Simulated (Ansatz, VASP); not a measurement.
## Fe: VASP beside Ansatz

File INCAR:

```
PREC     = Accurate       # precision mode
ENCUT    = 520            # plane-wave cutoff, eV
EDIFF    = 1E-8           # SCF threshold, eV
ISMEAR   = -1             # smearing method
SIGMA    = 0.05           # smearing width, eV
LREAL    = False          # projectors in reciprocal space
LASPH    = True           # aspherical terms in the spheres
NELM     = 150            # most SCF steps
ALGO     = Normal         # electronic algorithm
ISIF     = 2              # what is computed and relaxed
LWAVE    = False          # write WAVECAR
LCHARG   = False          # write CHGCAR
ISPIN    = 2              # spin polarisation
MAGMOM   = 3              # initial moments
LORBIT   = 11             # projections on sites
LMAXMIX  = 4              # l up to which the mixer works
GGA      = CA             # functional
LEFG     = True         
NBANDS   = 14             # bands
```

The input KPOINTS:

```
Automatic mesh
0
Gamma
  16 16 16
```

File POSCAR:

```
Fe
1.0
    0.0000000000      1.9545992686      1.9781194830
    1.5083634409      0.0000000000      1.9781194830
    1.5083634409      1.9545992686      0.0000000000
Fe
1
Direct
    0.0000000000      0.0000000000      0.0000000000
```

Input for Ansatz:

```yaml
crystal:
  lattice:
    - [0.0, 1.9545992686, 1.978119483]
    - [1.5083634409, 0.0, 1.978119483]
    - [1.5083634409, 1.9545992686, 0.0]
  atoms:
    - { symbol: Fe, position: [0.0, 0.0, 0.0], spin: 3.0 }
magnetization:
  spin_polarized: true
kpoints:
  mp_grid: { grid: [16, 16, 16] }
scf:
  occupations: { method: fermi_dirac, width: 0.05 }
hamiltonian:
  xc: lda
  pseudopotentials: { kind: all_electron, datasets: crystal }
output:
  forces: true
  stress: true
  eigenvalues: true
  efg: { contact_densities: true }
```

Change from the starting cell: volume scaled by 1.02, crystal datasets.

Alike in both runs: task electric field gradients; functional LDA; k mesh 16 × 16 × 16; occupations fermi-dirac, width 0.05 eV; collinear spin.

|  | VASP | Ansatz |
| --- | --- | --- |
| version | VASP 6.6.1 | Ansatz 0.2.0 |
| potentials or method | VASP PAW LDA potentials, release 64 (Fe), cutoff 520 eV | all-electron PAW with datasets made for the crystal, scalar-relativistic |

VASP gave:

| Item | Value |
| --- | --- |
| pressure (GPa) | -21.5 |
| traceless stress, the component that is largest in VASP (GPa) | -5.18 |
| net moment per atom (μB) | 2.18 |
| size of the moment on the site where the two differ most (μB) | 2.16 |
| size of Vzz on the site where it differs most (V/Å²) | 7.5 |

Q: What did Ansatz give for the same quantities?

A: Pressure (GPa): -20.9; traceless stress, the component that is largest in VASP (GPa): -5.10; net moment per atom (μB): 2.22; size of the moment on the site where the two differ most (μB): 2.23; size of Vzz on the site where it differs most (V/Å²): 8.0.

LDA's correlation is that of Perdew and Zunger in VASP and of Perdew and Wang (1992) in Ansatz. Site moments also hang on the region over which each program counts them. Ansatz ran all-electron here, and VASP with PAW potentials. Ansatz's warnings: printed levels off.
